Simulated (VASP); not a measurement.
Write the native input for VASP 6.6.1 that does the following.

```
Task                   : relaxation of cell and atoms
Functional             : LDA
Potentials or basis    : VASP PAW LDA potentials, release 64 (Mg, B)
Cutoff                 : 600 eV
k mesh                 : 15 × 15 × 12
Occupations            : fermi-dirac, width 0.15 eV
Spin                   : no spin polarisation
Dipole correction      : no
Further INCAR settings : ALGO = Normal; EDIFF = 1e-06; IBRION = 2; EDIFFG = -0.001; NSW = 80; ISIF = 3
```

The structure of MgB2 lies in POSCAR:

```
MgB2
1.0
    3.0343890832      0.0000000000      0.0000000000
   -1.5171945416      2.6278580311      0.0000000000
    0.0000000000      0.0000000000      3.4597428529
Mg B
1 2
Direct
    0.0000000000      0.0000000000      0.0000000000
    0.3333333333      0.6666666667      0.5000000000
    0.6666666667      0.3333333333      0.5000000000
```

These files were run (other wordings do the same):

INCAR

```
PREC = Accurate ; ENCUT = 600
EDIFF = 1E-6 ; ISMEAR = -1
SIGMA = 0.15 ; LREAL = False
LASPH = True ; NELM = 60
ALGO = Normal ; ISIF = 3
LWAVE = False ; LCHARG = False
GGA = CA ; IBRION = 2
NSW = 80 ; EDIFFG = -0.001
```

KPOINTS

```
Automatic mesh
0
Gamma
  15 15 12
```

Potentials or basis: VASP PAW LDA potentials, release 64 (Mg, B).

Launch:

```console
$ cat potpaw_LDA.64/Mg/POTCAR potpaw_LDA.64/B/POTCAR > POTCAR
$ mpirun -np 1 vasp_std > vasp.out
```

Results of the run:

```
Relaxed volume                        : 9.16 Å³/atom
Relaxed cell                          : a = 3.034 Å, b = 3.034 Å, c = 3.448 Å, α = 90.00°, β = 90.00°, γ = 120.00°
Space group after relaxing (to 0.1 Å) : P6/mmm (No. 191)
Energy gained by relaxing             : 0.1 meV/atom
Ionic steps                           : 6
Pressure after relaxing               : 0.0 GPa
Band gap on the k mesh                : zero (bands 4 and 5 overlap by 3.97 eV)
```

It took 2.4 min on 1 thread of Intel Xeon 8259CL, with other jobs on the host, peak memory 0.19 GiB.
